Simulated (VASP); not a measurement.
Set up this calculation in VASP 6.6.1, as the native input.

```yaml
Task: single point
Functional: PBEsol
Potentials_or_basis: VASP PAW PBE potentials, release 64 (B)
Cutoff: 520 eV
k_mesh: 8 × 8 × 6
Occupations: gaussian, width 0.1 eV
Spin: no spin polarisation
Dipole_correction: no
Further_INCAR_settings: ALGO = Normal; EDIFF = 1e-06; NBANDS = 22
```

The structure of B lies in POSCAR:

```
B
1.0
   -1.4632504130      2.6530130184      0.0000000000
    0.0000000000      0.0000000000     -3.2478443063
   -4.3897512390     -2.6530130184      0.0000000000
B
8
Direct
    0.5158491133      0.4101710111      0.8280502956
    0.0158491133      0.4101710111      0.3280502956
    0.2658491133      0.0898289889      0.5780502956
    0.7658491133      0.0898289889      0.0780502956
    0.9841508867      0.5898289889      0.6719497044
    0.4841508867      0.5898289889      0.1719497044
    0.2341508867      0.9101710111      0.9219497044
    0.7341508867      0.9101710111      0.4219497044
```

The input as run:

INCAR

```
ALGO = Normal
EDIFF = 1E-6
ENCUT = 520
GGA = PS
ISIF = 2
ISMEAR = 0
LASPH = T
LCHARG = F
LREAL = F
LWAVE = F
NBANDS = 22
NELM = 80
PREC = Accurate
SIGMA = 0.1
```

KPOINTS

```
k-points
0
Gamma
  8 8 6
```

Potentials or basis: VASP PAW PBE potentials, release 64 (B).

Launch:

```console
$ cat potpaw_PBE.64/B/POTCAR > POTCAR
$ mpirun -np 1 vasp_std > vasp.out
```

It gave:

```json
{
  "Pressure": "0.4 GPa",
  "Largest force": "0.015 eV/Å",
  "Band gap on the k mesh": "zero (band 12 reaches 9.45 eV, above the bottom of band 13 at 8.41 eV)"
}
```

Caveat: the PAW data sets were made with another functional, which shifts forces and pressure a little.

It took 82 s on 1 thread of Intel(R) Xeon(R) Platinum 8375C CPU @ 2.90GHz (Ice Lake), with other jobs on the host, peak memory 0.22 GiB.
